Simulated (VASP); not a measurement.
# Ga (Im-3m) in VASP: a series of runs

The runs below take Ga through single point, with PBEsol.

Program: VASP 6.6.1. These are calculated values, not measurements. Logs are shortened: lines on timing, memory, paths and dates and some standing lists are left out, and cuts for length are marked.

## (1) The cell of the first run

It takes space group Im-3m (No. 229, cubic). The conventional cell has a = 2.432 Å, b = 2.432 Å, c = 2.432 Å, α = 90.00°, β = 90.00°, γ = 90.00°. Within 2.8 Å of Ga (site symmetry m-3m) lie 14 Ga at 2.11 to 2.43 Å.

## (2) Single point, PBEsol (volume scaled by 0.4)

File INCAR:

```
ALGO     = Normal         # electronic algorithm
EDIFF    = 1E-6           # SCF threshold, eV
ENCUT    = 520            # plane-wave cutoff, eV
GGA      = PS             # functional
ISIF     = 2              # what is computed and relaxed
ISMEAR   = -1             # smearing method
LASPH    = True           # aspherical terms in the spheres
LCHARG   = False          # write CHGCAR
LREAL    = False          # projectors in reciprocal space
LWAVE    = False          # write WAVECAR
NBANDS   = 12             # bands
NELM     = 80             # most SCF steps
PREC     = Accurate       # precision mode
SIGMA    = 0.05           # smearing width, eV
```

File KPOINTS:

```
k-points
0
Gamma
  16 16 16
```

File POSCAR:

```
Ga
1.0
   -1.2162228878      1.2162228878      1.2162228878
    1.2162228878     -1.2162228878      1.2162228878
    1.2162228878      1.2162228878     -1.2162228878
Ga
1
Direct
    0.0000000000      0.0000000000      0.0000000000
```

Potentials or basis: VASP PAW PBE potentials, release 64 (Ga_d).

The run is started by

```bash
cat potpaw_PBE.64/Ga_d/POTCAR > POTCAR
mpirun -np 1 vasp_std > vasp.out
```

OUTCAR:

```text
EDIFF = 1E-6
   ENCUT = 520
   GGA = PS
   ISIF = 2
   ISMEAR = -1
   LASPH = True
   LREAL = False
   NELM = 80
   PREC = Accurate

 ion  position               nearest neighbor table
   1  0.000  0.000  0.000-

  LATTYP: Found a body centered cubic cell.
 ALAT       =     2.4324457756

  Lattice vectors:

 A1 = (  -1.2162228878,   1.2162228878,   1.2162228878)
 A2 = (   1.2162228878,  -1.2162228878,   1.2162228878)
 A3 = (   1.2162228878,   1.2162228878,  -1.2162228878)

Analysis of symmetry for initial positions (statically):
=====================================================================
 Subroutine PRICEL returns:
 Original cell was already a primitive cell.

 Routine SETGRP: Setting up the symmetry group for a
 body centered cubic supercell.

 Subroutine GETGRP returns: Found 48 space group operations
 (whereof 48 operations were pure point group operations)
 out of a pool of 48 trial point group operations.

The static configuration has the point symmetry O_h .

Analysis of symmetry for dynamics (positions and initial velocities):
=====================================================================
 Subroutine PRICEL returns:
 Original cell was already a primitive cell.

 Routine SETGRP: Setting up the symmetry group for a
 body centered cubic supercell.

 Subroutine GETGRP returns: Found 48 space group operations
 (whereof 48 operations were pure point group operations)
 out of a pool of 48 trial point group operations.

The dynamic configuration has the point symmetry O_h .

 Subroutine INISYM returns: Found 48 space group operations
 (whereof 48 operations are pure point group operations),
 and found     1 'primitive' translations

----------------------------------------------------------------------------------------

                                     Primitive cell

  volume of cell :       7.1961

  direct lattice vectors                    reciprocal lattice vectors
    -1.216222888  1.216222888  1.216222888     0.000000000  0.411108856  0.411108856
     1.216222888 -1.216222888  1.216222888     0.411108856  0.000000000  0.411108856
     1.216222888  1.216222888 -1.216222888     0.411108856  0.411108856  0.000000000

  length of vectors
     2.106559835  2.106559835  2.106559835     0.581395720  0.581395720  0.581395720

  position of ions in fractional coordinates (direct lattice)
     0.000000000  0.000000000  0.000000000

  ion indices of the primitive-cell ions
   primitive index   ion index
                 1           1

----------------------------------------------------------------------------------------

 KPOINTS: k-points

Automatic generation of k-mesh.
 Grid dimensions read from file:
 generate k-points for:   16   16   16

 Generating k-lattice:

  Cartesian coordinates                     Fractional coordinates (reciprocal lattice)
     0.000000000  0.025694303  0.025694303     0.062500000  0.000000000  0.000000000
     0.025694303  0.000000000  0.025694303     0.000000000  0.062500000  0.000000000
     0.025694303  0.025694303  0.000000000     0.000000000  0.000000000  0.062500000

  Length of vectors
     0.036337232  0.036337232  0.036337232

  Shift w.r.t. Gamma in fractional coordinates (k-lattice)
     0.000000000  0.000000000  0.000000000

 Subroutine IBZKPT returns following result:
 ===========================================

 Found    145 irreducible k-points:

 Following reciprocal coordinates:
            Coordinates               Weight
  0.000000  0.000000  0.000000      1.000000
  0.062500  0.000000  0.000000     12.000000
  0.125000  0.000000  0.000000     12.000000
  0.187500  0.000000  0.000000     12.000000
  0.250000  0.000000  0.000000     12.000000
  0.312500  0.000000  0.000000     12.000000
[... 16 lines left out ...]
  0.187500  0.187500  0.000000     24.000000
  0.250000  0.187500 -0.000000     48.000000
 [... further k-points ...]
   k-points           NKPTS =    145   k-points in BZ     NKDIM =    145   number of bands    NBANDS=     12
   number of dos      NEDOS =    301   number of ions     NIONS =      1
   total plane-waves  NPLWV =   4096
   dimension x,y,z NGX =    16 NGY =   16 NGZ =   16
   dimension x,y,z NGXF=    32 NGYF=   32 NGZF=   32
   ions per type =               1
   NGX,Y,Z   is equivalent  to a cutoff of  12.63, 12.63, 12.63 a.u.
   NGXF,Y,Z  is equivalent  to a cutoff of  25.25, 25.25, 25.25 a.u.
 SYSTEM =  unknown system
   PREC   = accura    normal or accurate (medium, high low for compatibility)
   ISTART =      0    job   : 0-new  1-cont  2-samecut
   ICHARG =      2    charge: 1-file 2-atom 10-const
   ISPIN  =      1    spin polarized calculation?
   LNONCOLLINEAR =      F non collinear calculations
   LSORBIT =      F    spin-orbit coupling
   LASPH  =      T    aspherical Exc in radial PAW
   ENCUT  =  520.0 eV  38.22 Ry    6.18 a.u.   3.92  3.92  3.92*2*pi/ulx,y,z
   NELM   =     80;   NELMIN=  2; NELMDL= -5     # of ELM steps
   EDIFF  = 0.1E-05   stopping-criterion for ELM
   LREAL  =      F    real-space projection
   EDIFFG = 0.1E-04   stopping-criterion for IOM
   NSW    =      0    number of steps for IOM
   IBRION =     -1    ionic relax: 0-MD 1-quasi-New 2-CG
   NFREE  =      0    steps in history (QN), initial steepest desc. (CG)
   ISIF   =      2    stress and relaxation
   ISYM   =      2    0-nonsym 1-usesym 2-fastsym
   POTIM  = 0.5000    time-step for ionic-motion
   TEBEG  =    0.0;   TEEND  =   0.0 temperature during run
   PSTRESS=    0.0 pullay stress
   NELECT =      13.0000    total number of electrons
   NUPDOWN=      -1.0000    fix difference up-down
   EMIN   =  10.00;   EMAX   =-10.00  energy-range for DOS
   EFERMI =   0.00;   METHOD = LEGACY
   ISMEAR =    -1;   SIGMA  =   0.05  broadening in eV -4-tet -1-fermi 0-gaus
   EFERMI_NEDOS =   21; number of points for ismear=-14 and -15
   IALGO  =     38    algorithm
   IMIX   =      4    mixing-type and parameters
     AMIX     =   0.40;   BMIX     =  1.00
     AMIX_MAG =   1.60;   BMIX_MAG =  1.00
  volume/ion in A,a.u.               =       7.20        48.56
  Fermi-wavevector in a.u.,A,eV,Ry     =   1.993836  3.767804 54.088359  3.975382
  Thomas-Fermi vector in A             =   3.010916
   LORBIT       =      0    0 simple, 1 ext, 2 COOP (PROOUT), +10 PAW based schemes
   GGA     = PS    functional components
   LHFCALC =     F    Hartree Fock is set to
   AEXX    =    0.0000 exact exchange contribution
   IVDW    =     0    specifies the selected vdW correction
   LEPSILON=     F    determine dielectric tensor
   LRPA    =     F    only Hartree local field effects (RPA)
 non-spin polarized calculation
  energy-cutoff  :      520.00
  volume of cell :        7.20
 maximum number of plane-waves:       204
   NGX =  7   NGY =  7   NGZ =  7

 number of electron      13.0000017 magnetization

 Free energy of the ion-electron system (eV)
  ---------------------------------------------------
  ext. energy  EPLUGINS =         0.00000000
  ---------------------------------------------------
  free energy    TOTEN  =         3.48256446 eV

  energy without entropy =        3.48596885  energy(sigma->0) =        3.48426666

 E-fermi :  20.9121     XC(G=0): -17.1355

 val. band max:       20.9063344282   @ k =  -0.3125   0.5000   0.1250
 cond. band min:      20.9440374934   @ k =   0.2500   0.1875   0.1250
 fundamental gap:      0.0377030652
 Fermi energy:        20.9120661398

 k-point     1 :       0.0000    0.0000    0.0000
  band No.  band energies     occupation
      1      -2.3305      2.00000
      2       1.6869      2.00000
      3       1.6869      2.00000
      4       1.6869      2.00000
      5       3.0813      2.00000
      6       3.0813      2.00000
      7      43.8487      0.00000
      8      43.8487      0.00000
      9      43.8487      0.00000
     10      51.0528      0.00000
     11      51.0528      0.00000
     12      51.3191      0.00000

 k-point     2 :       0.0625    0.0000    0.0000
  band No.  band energies     occupation
      1      -2.1211      2.00000
      2       1.6523      2.00000
      3       1.6921      2.00000
      4       1.7667      2.00000
      5       3.0474      2.00000
      6       3.0836      2.00000
      7      42.0659      0.00000
      8      43.4566      0.00000
      9      43.5318      0.00000
     10      48.7587      0.00000
     11      48.8265      0.00000
     12      48.8626      0.00000

 k-point     3 :       0.1250    0.0000    0.0000
  band No.  band energies     occupation
      1      -1.5178      2.00000
      2       1.5543      2.00000
      3       1.7151      2.00000
      4       1.9977      2.00000
      5       2.9686      2.00000
      6       3.0911      2.00000
      7      38.0623      0.00000
      8      42.0359      0.00000
      9      42.7901      0.00000
     10      45.5605      0.00000
     11      47.1402      0.00000
     12      48.2911      0.00000
[... 286 lines left out ...]
 k-point    23 :       0.1875    0.1875    0.0000
  band No.  band energies     occupation
      1       0.7018      2.00000
      2       1.3162      2.00000
      3       1.8424      2.00000
      4       2.7985      2.00000
      5       3.2295      2.00000
      6       5.1977      2.00000
      7      27.2952      0.00000
      8      28.7102      0.00000
      9      36.8216      0.00000
     10      44.2135      0.00000
     11      48.8107      0.00000
     12      53.9206      0.00000

 k-point    24 :       0.2500    0.1875   -0.0000
  band No.  band energies     occupation
      1       0.6677      2.00000
      2       1.1801      2.00000
      3       2.1648      2.00000
      4       2.8599      2.00000
      5       3.3135      2.00000
      6       7.1077      2.00000
      7      23.7168      0.00000
      8      26.9525      0.00000
      9      35.5754      0.00000
     10      44.3525      0.00000
     11      49.5279      0.00000
     12      55.0305      0.00000

 [... further k-points ...]
[... 5 lines left out ...]
  --------------------------------------------------------------------------------------
  -------------------------------------------------------------------------------------
  Total       21.5848630     21.5848630     21.5848630     -0.0000000      0.0000000      0.0000000
  in kB     4805.7411194   4805.7411194   4805.7411194     -0.0000000      0.0000000      0.0000000
  external PRESSURE =    4805.7411194 kB  Pullay stress =       0.0000000 kB

 VOLUME and BASIS-vectors are now :
 -----------------------------------------------------------------------------
  energy-cutoff  :      520.00
  volume of cell :        7.20
      direct lattice vectors                 reciprocal lattice vectors
    -1.216222888  1.216222888  1.216222888     0.000000000  0.411108856  0.411108856
     1.216222888 -1.216222888  1.216222888     0.411108856  0.000000000  0.411108856
     1.216222888  1.216222888 -1.216222888     0.411108856  0.411108856  0.000000000

 POSITION                                       TOTAL-FORCE (eV/Angst)
 -----------------------------------------------------------------------------------
      0.00000      0.00000      0.00000        -0.000000      0.000000     -0.000000
 -----------------------------------------------------------------------------------
    total drift:                                0.000000      0.000000     -0.000000

  FREE ENERGIE OF THE ION-ELECTRON SYSTEM (eV)
  ---------------------------------------------------
  free  energy   TOTEN  =         3.4825644573 eV

  energy  without entropy=        3.4859688537  energy(sigma->0) =        3.48426666
```

Run time: 3.1 s. Hardware: 1 thread of Intel Xeon 6975P-C (Granite Rapids), shared host; peak memory 0.12 GiB.

What came out:

| Item | Value |
| --- | --- |
| Free energy | 3.4826 eV |
| Pressure | 480.6 GPa |

Levels at points of the mesh, in eV from the Fermi level:
```csv
k point,band 3,band 4,band 5,band 6,band 7,band 8,band 9,band 10
"(0.00, 0.00, 0.00)",-19.23,-19.23,-17.83,-17.83,22.94,22.94,22.94,30.14
"(0.50, 0.00, 0.00)",-17.88,-17.72,-16.87,-11.34,-4.96,13.42,14.24,18.87
"(0.50, 0.50, 0.50)",-17.10,-17.10,-17.10,0.97,0.97,0.97,7.19,7.19
```

Caveat: the PAW data sets were made with another functional, which shifts forces and pressure a little.

## (3) Single point, PBEsol (volume scaled by 0.4)

File INCAR:

```
SYSTEM = Ga
PREC = Accurate ; ENCUT = 520
EDIFF = 1E-6 ; ISMEAR = -1
SIGMA = 0.05 ; LREAL = .False.
LASPH = .True. ; NELM = 80
ALGO = Normal ; ISIF = 2
LWAVE = .False. ; LCHARG = .True.
GGA = PS ; LELF = .True.
LVHAR = .True. ; NBANDS = 12
```

File KPOINTS:

```
Automatic mesh
0
Gamma
  16 16 16
  0 0 0
```

POSCAR is that of step 2.

Potentials or basis: VASP PAW PBE potentials, release 64 (Ga_d).

The run is started by

```bash
cat potpaw_PBE.64/Ga_d/POTCAR > POTCAR
mpirun -np 1 vasp_std > vasp.out
```

OUTCAR:

```text
SYSTEM = Ga
   PREC = Accurate
   ENCUT = 520
   EDIFF = 1E-6
   ISMEAR = -1
   LREAL = .False.
   LASPH = .True.
   NELM = 80
   ISIF = 2
   GGA = PS

 ion  position               nearest neighbor table
   1  0.000  0.000  0.000-

  LATTYP: Found a body centered cubic cell.
 ALAT       =     2.4324457756

  Lattice vectors:

 A1 = (  -1.2162228878,   1.2162228878,   1.2162228878)
 A2 = (   1.2162228878,  -1.2162228878,   1.2162228878)
 A3 = (   1.2162228878,   1.2162228878,  -1.2162228878)

Analysis of symmetry for initial positions (statically):
=====================================================================
 Subroutine PRICEL returns:
 Original cell was already a primitive cell.

 Routine SETGRP: Setting up the symmetry group for a
 body centered cubic supercell.

 Subroutine GETGRP returns: Found 48 space group operations
 (whereof 48 operations were pure point group operations)
 out of a pool of 48 trial point group operations.

The static configuration has the point symmetry O_h .

Analysis of symmetry for dynamics (positions and initial velocities):
[... 158 lines left out ...]
 val. band max:       20.9063344282   @ k =  -0.3125   0.5000   0.1250
 cond. band min:      20.9440374934   @ k =   0.2500   0.1875   0.1250
 fundamental gap:      0.0377030652
 Fermi energy:        20.9120661398

 k-point     1 :       0.0000    0.0000    0.0000
  band No.  band energies     occupation
      1      -2.3305      2.00000
      2       1.6869      2.00000
      3       1.6869      2.00000
      4       1.6869      2.00000
      5       3.0813      2.00000
      6       3.0813      2.00000
      7      43.8487      0.00000
      8      43.8487      0.00000
      9      43.8487      0.00000
     10      51.0528      0.00000
     11      51.0528      0.00000
     12      51.3191      0.00000
[... 331 lines left out ...]
 k-point    24 :       0.2500    0.1875   -0.0000
  band No.  band energies     occupation
      1       0.6677      2.00000
      2       1.1801      2.00000
      3       2.1648      2.00000
      4       2.8599      2.00000
      5       3.3135      2.00000
      6       7.1077      2.00000
      7      23.7168      0.00000
      8      26.9525      0.00000
      9      35.5754      0.00000
     10      44.3525      0.00000
     11      49.5279      0.00000
     12      55.0305      0.00000

 [... further k-points ...]
[... 5 lines left out ...]
  --------------------------------------------------------------------------------------
  -------------------------------------------------------------------------------------
  Total       21.5848630     21.5848630     21.5848630     -0.0000000      0.0000000      0.0000000
  in kB     4805.7411194   4805.7411194   4805.7411194     -0.0000000      0.0000000      0.0000000
  external PRESSURE =    4805.7411194 kB  Pullay stress =       0.0000000 kB

 VOLUME and BASIS-vectors are now :
 -----------------------------------------------------------------------------
  energy-cutoff  :      520.00
  volume of cell :        7.20
      direct lattice vectors                 reciprocal lattice vectors
    -1.216222888  1.216222888  1.216222888     0.000000000  0.411108856  0.411108856
     1.216222888 -1.216222888  1.216222888     0.411108856  0.000000000  0.411108856
     1.216222888  1.216222888 -1.216222888     0.411108856  0.411108856  0.000000000

 POSITION                                       TOTAL-FORCE (eV/Angst)
 -----------------------------------------------------------------------------------
      0.00000      0.00000      0.00000        -0.000000      0.000000     -0.000000
 -----------------------------------------------------------------------------------
    total drift:                                0.000000      0.000000     -0.000000

  FREE ENERGIE OF THE ION-ELECTRON SYSTEM (eV)
  ---------------------------------------------------
  free  energy   TOTEN  =         3.4825644573 eV

  energy  without entropy=        3.4859688537  energy(sigma->0) =        3.48426666
```

OSZICAR:

```text
N       E                     dE             d eps       ncg     rms          rms(c)
DAV:   1     0.396373052832E+02    0.39637E+02   -0.61205E+03  4336   0.233E+03
DAV:   2     0.392801099104E+01   -0.35709E+02   -0.34074E+02  3668   0.254E+02
DAV:   3     0.306722799813E+01   -0.86078E+00   -0.85722E+00  3988   0.349E+01
DAV:   4     0.306402931806E+01   -0.31987E-02   -0.31984E-02  3848   0.206E+00
DAV:   5     0.306401396532E+01   -0.15353E-04   -0.15353E-04  3948   0.139E-01    0.340E+00
DAV:   6     0.333060110434E+01    0.26659E+00   -0.10592E-01  4028   0.111E+01    0.179E+00
DAV:   7     0.347707663075E+01    0.14648E+00   -0.58882E-02  3900   0.614E+00    0.229E-01
DAV:   8     0.348259675018E+01    0.55201E-02   -0.44314E-03  4108   0.152E+00    0.199E-02
DAV:   9     0.348256166461E+01   -0.35086E-04   -0.81488E-05  4008   0.125E-01    0.126E-02
DAV:  10     0.348256449563E+01    0.28310E-05   -0.94508E-07  3396   0.134E-02    0.191E-03
DAV:  11     0.348256445727E+01   -0.38365E-07   -0.81110E-08  2504   0.559E-03
   1 F= 0.34825645E+01 E0= 0.34842667E+01  d E =-.340440E-02
```

Run time: 3.3 s. Hardware: 1 thread of Intel Xeon 6975P-C (Granite Rapids), shared host; peak memory 0.12 GiB.

What came out:

```yaml
Free_energy: 3.4826 eV
Pressure: 480.6 GPa
```

Caveat: the PAW data sets were made with another functional, which shifts forces and pressure a little.

[end of part 1 of 2]
